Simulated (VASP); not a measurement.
# BN (P1) in VASP: single point with PBEsol

Aim: the single point of BN with PBEsol.

Everything below comes from runs of VASP 6.6.1. Logs are shortened: lines on timing, memory, paths and dates and some standing lists are left out, and cuts for length are marked.

## Step 1: The cell of the first run

The typed cell holds 12 atoms: a = 2.541 Å, b = 2.541 Å, c = 12.633 Å, α = 88.27°, β = 86.54°, γ = 60.00°.

## Step 2: Single point, PBEsol

Input file INCAR:

```
PREC     = Accurate       # precision mode
ENCUT    = 600            # plane-wave cutoff, eV
EDIFF    = 1E-6           # SCF threshold, eV
ISMEAR   = 0              # smearing method
SIGMA    = 0.05           # smearing width, eV
LREAL    = False          # projectors in reciprocal space
LASPH    = True           # aspherical terms in the spheres
NELM     = 120            # most SCF steps
ALGO     = Normal         # electronic algorithm
ISIF     = 2              # what is computed and relaxed
LWAVE    = False          # write WAVECAR
LCHARG   = True           # write CHGCAR
GGA      = PS             # functional
LELF     = True           # ELF
LVHAR    = True         
NBANDS   = 36             # bands
GGA_COMPAT= False
```

Input file KPOINTS:

```
regular mesh
0
Gamma
  10 10 2
```

Input file POSCAR:

```
BN
1.0
   -2.5410113134      0.0000000000      0.0000000000
   -1.2705056567     -2.2005803487      0.0000000000
   -0.7623033940      0.0000000000     12.6098865131
B N
6 6
Direct
    0.5979533671      0.6666666667      0.2290443320
    0.4979533671      0.6666666667      0.5623776653
    0.3979533671      0.6666666667      0.8957109987
    0.3146200337      0.3333333333      0.0623776653
    0.2146200337      0.3333333333      0.3957109987
    0.1146200337      0.3333333333      0.7290443320
    0.6353999663      0.6666666667      0.1042223347
    0.5353999663      0.6666666667      0.4375556680
    0.4353999663      0.6666666667      0.7708890013
    0.0520666329      0.3333333333      0.9375556680
    0.2520666329      0.3333333333      0.2708890013
    0.1520666329      0.3333333333      0.6042223347
```

Potentials or basis: VASP PAW PBE potentials, release 64 (B, N).

Command:

```console
cat potpaw_PBE.64/B/POTCAR potpaw_PBE.64/N/POTCAR > POTCAR
mpirun -np 1 vasp_std > vasp.out
```

OUTCAR:

```text
PREC = Accurate
   ENCUT = 600
   EDIFF = 1E-6
   ISMEAR = 0
   LREAL = False
   LASPH = True
   NELM = 120
   ISIF = 2
   GGA = PS

 ion  position               nearest neighbor table
   1  0.598  0.667  0.229-  11 1.56  11 1.56  11 1.56   7 1.57
   2  0.498  0.667  0.562-  12 1.56  12 1.56  12 1.56   8 1.57
   3  0.398  0.667  0.896-  10 1.56  10 1.56  10 1.56   9 1.57
   4  0.315  0.333  0.062-   7 1.56   7 1.56   7 1.56  10 1.75
   5  0.215  0.333  0.396-   8 1.56   8 1.56   8 1.56  11 1.57
   6  0.115  0.333  0.729-   9 1.56   9 1.56   9 1.56  12 1.57
   7  0.635  0.667  0.104-   4 1.56   4 1.56   4 1.56   1 1.57
   8  0.535  0.667  0.438-   5 1.56   5 1.56   5 1.56   2 1.57
   9  0.435  0.667  0.771-   6 1.56   6 1.56   6 1.56   3 1.57
  10  0.052  0.333  0.938-   3 1.56   3 1.56   3 1.56   4 1.75
  11  0.252  0.333  0.271-   1 1.56   1 1.56   1 1.56   5 1.57
  12  0.152  0.333  0.604-   2 1.56   2 1.56   2 1.56   6 1.57

  LATTYP: Found a base centered monoclinic cell.
 ALAT       =     2.5410113134
 B/A-ratio  =     1.7320508076
 C/A-ratio  =     4.9716060428
 COS(beta)  =    -0.0603426735

  Lattice vectors:

 A1 = (   1.2705056567,  -2.2005803487,   0.0000000000)
 A2 = (   1.2705056567,   2.2005803487,   0.0000000000)
 A3 = (  -0.7623033940,   0.0000000000,  12.6098865131)

Analysis of symmetry for initial positions (statically):
=====================================================================
 Subroutine PRICEL returns:
 Original cell was already a primitive cell.

 Routine SETGRP: Setting up the symmetry group for a
 base centered monoclinic supercell.

 Subroutine GETGRP returns: Found  1 space group operations
 (whereof  1 operations were pure point group operations)
 out of a pool of  4 trial point group operations.

The static configuration has the point symmetry C_1 .

Analysis of symmetry for dynamics (positions and initial velocities):
=====================================================================
 Subroutine PRICEL returns:
 Original cell was already a primitive cell.

 Routine SETGRP: Setting up the symmetry group for a
 base centered monoclinic supercell.

 Subroutine GETGRP returns: Found  1 space group operations
 (whereof  1 operations were pure point group operations)
 out of a pool of  4 trial point group operations.

The dynamic configuration has the point symmetry C_1 .

 Subroutine INISYM returns: Found  1 space group operations
 (whereof  1 operations are pure point group operations),
 and found     1 'primitive' translations

----------------------------------------------------------------------------------------

                                     Primitive cell

  volume of cell :      70.5107

  direct lattice vectors                    reciprocal lattice vectors
    -2.541011313  0.000000000  0.000000000    -0.393544096  0.227212790 -0.023790856
    -1.270505657 -2.200580349  0.000000000     0.000000000 -0.454425579  0.000000000
    -0.762303394  0.000000000 12.609886513     0.000000000  0.000000000  0.079302855

  length of vectors
     2.541011313  2.541011313 12.632907201     0.455047923  0.454425579  0.079302855

  position of ions in fractional coordinates (direct lattice)
     0.597953367  0.666666667  0.229044332
     0.497953367  0.666666667  0.562377665
     0.397953367  0.666666667  0.895710999
     0.314620034  0.333333333  0.062377665
     0.214620034  0.333333333  0.395710999
     0.114620034  0.333333333  0.729044332
     0.635399966  0.666666667  0.104222335
     0.535399966  0.666666667  0.437555668
     0.435399966  0.666666667  0.770889001
     0.052066633  0.333333333  0.937555668
     0.252066633  0.333333333  0.270889001
     0.152066633  0.333333333  0.604222335

  ion indices of the primitive-cell ions
   primitive index   ion index
                 1           1
                 2           2
                 3           3
                 4           4
                 5           5
                 6           6
                 7           7
                 8           8
                 9           9
                10          10
                11          11
                12          12

----------------------------------------------------------------------------------------

 KPOINTS: regular mesh

Automatic generation of k-mesh.
 Grid dimensions read from file:
 generate k-points for:   10   10    2

 Generating k-lattice:

  Cartesian coordinates                     Fractional coordinates (reciprocal lattice)
    -0.039354410  0.022721279 -0.002379086     0.100000000  0.000000000  0.000000000
     0.000000000 -0.045442558  0.000000000     0.000000000  0.100000000  0.000000000
     0.000000000  0.000000000  0.039651427     0.000000000  0.000000000  0.500000000

  Length of vectors
     0.045504792  0.045442558  0.039651427

  Shift w.r.t. Gamma in fractional coordinates (k-lattice)
     0.000000000  0.000000000  0.000000000

 Subroutine IBZKPT returns following result:
 ===========================================

 Found    104 irreducible k-points:

 Following reciprocal coordinates:
            Coordinates               Weight
  0.000000  0.000000  0.000000      1.000000
  0.100000  0.000000  0.000000      2.000000
 -0.100000 -0.100000 -0.000000      2.000000
  0.200000  0.000000  0.000000      2.000000
 -0.200000 -0.200000 -0.000000      2.000000
  0.300000 -0.000000 -0.000000      2.000000
[... 16 lines left out ...]
  0.300000  0.400000 -0.000000      2.000000
 -0.200000  0.100000 -0.000000      2.000000
 [... further k-points ...]
   k-points           NKPTS =    104   k-points in BZ     NKDIM =    104   number of bands    NBANDS=     36
   number of dos      NEDOS =    301   number of ions     NIONS =     12
   total plane-waves  NPLWV =  43200
   dimension x,y,z NGX =    20 NGY =   20 NGZ =  108
   dimension x,y,z NGXF=    40 NGYF=   40 NGZF=  216
   ions per type =               6   6
   NGX,Y,Z   is equivalent  to a cutoff of  13.09, 13.09, 14.21 a.u.
   NGXF,Y,Z  is equivalent  to a cutoff of  26.17, 26.17, 28.43 a.u.
 SYSTEM =  unknown system
   PREC   = accura    normal or accurate (medium, high low for compatibility)
   ISTART =      0    job   : 0-new  1-cont  2-samecut
   ICHARG =      2    charge: 1-file 2-atom 10-const
   ISPIN  =      1    spin polarized calculation?
   LNONCOLLINEAR =      F non collinear calculations
   LSORBIT =      F    spin-orbit coupling
   LASPH  =      T    aspherical Exc in radial PAW
   ENCUT  =  600.0 eV  44.10 Ry    6.64 a.u.   5.08  5.08 25.23*2*pi/ulx,y,z
   NELM   =    120;   NELMIN=  2; NELMDL= -5     # of ELM steps
   EDIFF  = 0.1E-05   stopping-criterion for ELM
   LREAL  =      F    real-space projection
   EDIFFG = 0.1E-04   stopping-criterion for IOM
   NSW    =      0    number of steps for IOM
   IBRION =     -1    ionic relax: 0-MD 1-quasi-New 2-CG
   NFREE  =      0    steps in history (QN), initial steepest desc. (CG)
   ISIF   =      2    stress and relaxation
   ISYM   =      2    0-nonsym 1-usesym 2-fastsym
   POTIM  = 0.5000    time-step for ionic-motion
   TEBEG  =    0.0;   TEEND  =   0.0 temperature during run
   PSTRESS=    0.0 pullay stress
   NELECT =      48.0000    total number of electrons
   NUPDOWN=      -1.0000    fix difference up-down
   EMIN   =  10.00;   EMAX   =-10.00  energy-range for DOS
   EFERMI =   0.00;   METHOD = LEGACY
   ISMEAR =     0;   SIGMA  =   0.05  broadening in eV -4-tet -1-fermi 0-gaus
   EFERMI_NEDOS =   21; number of points for ismear=-14 and -15
   IALGO  =     38    algorithm
   IMIX   =      4    mixing-type and parameters
     AMIX     =   0.40;   BMIX     =  1.00
     AMIX_MAG =   1.60;   BMIX_MAG =  1.00
  volume/ion in A,a.u.               =       5.88        39.65
  Fermi-wavevector in a.u.,A,eV,Ry     =   1.440136  2.721463 28.218379  2.073992
  Thomas-Fermi vector in A             =   2.558914
   LORBIT       =      0    0 simple, 1 ext, 2 COOP (PROOUT), +10 PAW based schemes
   GGA     = PS    functional components
   LHFCALC =     F    Hartree Fock is set to
   AEXX    =    0.0000 exact exchange contribution
   IVDW    =     0    specifies the selected vdW correction
   LEPSILON=     F    determine dielectric tensor
   LRPA    =     F    only Hartree local field effects (RPA)
 non-spin polarized calculation
 Gauss-broadening in eV      SIGMA  =   0.05
  energy-cutoff  :      600.00
  volume of cell :       70.51
 maximum number of plane-waves:      2372
   NGX = 11   NGY = 11   NGZ = 51

 number of electron      47.9999997 magnetization

 Free energy of the ion-electron system (eV)
  ---------------------------------------------------
  ext. energy  EPLUGINS =         0.00000000
  ---------------------------------------------------
  free energy    TOTEN  =      -108.37553710 eV

  energy without entropy =     -108.37553710  energy(sigma->0) =     -108.37553710

 E-fermi :   8.1330     XC(G=0): -13.0506

 val. band max:        7.8506223527   @ k =   0.0000   0.0000   0.0000
 cond. band min:      11.6003266139   @ k =   0.5000   0.5000   0.0000
 fundamental gap:      3.7497042612
 Fermi energy:         8.1330330121

 k-point     1 :       0.0000    0.0000    0.0000
  band No.  band energies     occupation
      1     -12.9200      2.00000
      2     -12.2598      2.00000
      3     -12.1388      2.00000
      4     -10.4004      2.00000
      5     -10.2738      2.00000
      6      -8.6066      2.00000
[... 28 lines left out ...]
     35      17.2703      0.00000
     36      17.5708      0.00000
[... 866 lines left out ...]
      6      -7.5566      2.00000
[... 28 lines left out ...]
     35      18.6573      0.00000
     36      19.1062      0.00000

 [... further k-points ...]

------------------------ aborting loop because EDIFF is reached ----------------------------------------

  FORCE on cell =-STRESS in cart. coord.  units (eV):
  Direction    XX          YY          ZZ          XY          YZ          ZX
  --------------------------------------------------------------------------------------
  -------------------------------------------------------------------------------------
  Total       -2.5777074      0.6513706      2.5872862     -0.7145492     -1.5603143      6.5269766
  in kB      -58.5718850     14.8007510     58.7895373    -16.2363252    -35.4541971    148.3090423
  external PRESSURE =       5.0061344 kB  Pullay stress =       0.0000000 kB

 VOLUME and BASIS-vectors are now :
 -----------------------------------------------------------------------------
  energy-cutoff  :      600.00
  volume of cell :       70.51
      direct lattice vectors                 reciprocal lattice vectors
    -2.541011313  0.000000000  0.000000000    -0.393544096  0.227212790 -0.023790856
    -1.270505657 -2.200580349  0.000000000     0.000000000 -0.454425579  0.000000000
    -0.762303394  0.000000000 12.609886513     0.000000000  0.000000000  0.079302855

 POSITION                                       TOTAL-FORCE (eV/Angst)
 -----------------------------------------------------------------------------------
     -2.54101     -1.46705      2.88822         0.175287     -0.145313      0.221699
     -2.54101     -1.46705      7.09152        -0.001386      0.000047      0.105046
     -2.54101     -1.46705     11.29481        -0.130352     -0.393399     -0.005580
     -1.27051     -0.73353      0.78658         2.862351      0.122683      0.209699
     -1.27051     -0.73353      4.98987         0.002313     -0.009826      0.108311
     -1.27051     -0.73353      9.19317        -0.030159      0.005190      0.118327
     -2.54101     -1.46705      1.31423         0.360810     -0.553764      0.459974
     -2.54101     -1.46705      5.51753         0.001370     -0.000789     -0.105222
     -2.54101     -1.46705      9.72082        -0.173918      0.041642     -0.253498
     -1.27051     -0.73353     11.82247        -3.075128      0.956411     -0.652651
     -1.27051     -0.73353      3.41588         0.012238     -0.023093     -0.095110
     -1.27051     -0.73353      7.61918        -0.003426      0.000211     -0.110995
 -----------------------------------------------------------------------------------
    total drift:                               -0.000351     -0.000062      0.000151

  FREE ENERGIE OF THE ION-ELECTRON SYSTEM (eV)
  ---------------------------------------------------
  free  energy   TOTEN  =      -108.3755371041 eV

  energy  without entropy=     -108.3755371041  energy(sigma->0) =     -108.37553710
```

Run time: 5.6 min. Hardware: 1 thread of Intel Xeon Platinum 8259CL at 2.50GHz (Skylake/Cascade Lake), shared host; peak memory 0.34 GiB.

Results:

| Quantity | Value |
| --- | --- |
| Free energy | -108.3755 eV |
| Pressure | 0.5 GPa |
| Largest force | 3.286 eV/Å |
| Band gap on the k mesh | 3.75 eV, indirect (least direct gap 5.51 eV) |

Forces in eV/Å, atoms in the order of the input:
```
B    0.175 -0.145  0.222
B   -0.001  0.000  0.105
B   -0.130 -0.393 -0.006
B    2.862  0.123  0.210
B    0.002 -0.010  0.108
B   -0.030  0.005  0.118
N    0.361 -0.554  0.460
N    0.001 -0.001 -0.105
N   -0.174  0.042 -0.253
N   -3.075  0.956 -0.653
N    0.012 -0.023 -0.095
N   -0.003  0.000 -0.111
```

Stress tensor (GPa, compression positive):
```
-5.86 -1.62 14.83
-1.62  1.48 -3.55
14.83 -3.55  5.88
```

Levels at points of the mesh, in eV from the valence-band top:
| k point | band 20 | band 21 | band 22 | band 23 | band 24 | band 25 | band 26 | band 27 | band 28 | band 29 |
| --- | --- | --- | --- | --- | --- | --- | --- | --- | --- | --- |
| (0.00, 0.00, 0.00) | -0.77 | -0.68 | -0.38 | -0.24 | 0.00 | 7.05 | 7.97 | 8.23 | 8.39 | 8.72 |
| (0.50, 0.00, 0.00) | -3.85 | -3.52 | -3.21 | -2.50 | -2.03 | 4.64 | 6.17 | 6.40 | 6.49 | 6.80 |
| (0.50, 0.50, 0.00) | -3.79 | -3.56 | -3.21 | -2.55 | -1.76 | 3.75 | 6.22 | 6.34 | 6.53 | 6.81 |
| (0.00, 0.50, 0.00) | -3.95 | -3.55 | -3.04 | -2.82 | -2.38 | 5.38 | 6.13 | 6.34 | 6.47 | 6.55 |
| (0.00, 0.00, 0.50) | -1.00 | -0.66 | -0.47 | -0.27 | -0.23 | 7.08 | 8.02 | 8.24 | 8.40 | 8.67 |
| (0.50, 0.00, 0.50) | -3.96 | -3.83 | -2.97 | -2.55 | -2.07 | 4.66 | 6.16 | 6.35 | 6.55 | 6.83 |
| (0.50, 0.50, 0.50) | -3.96 | -3.92 | -3.06 | -2.57 | -1.87 | 3.84 | 6.24 | 6.40 | 6.59 | 6.71 |
| (0.00, 0.50, 0.50) | -3.85 | -3.66 | -3.42 | -2.68 | -2.46 | 5.42 | 6.17 | 6.37 | 6.48 | 6.85 |

Caveat: the PAW data sets were made with another functional, which shifts forces and pressure a little. A k mesh can miss the band edges.
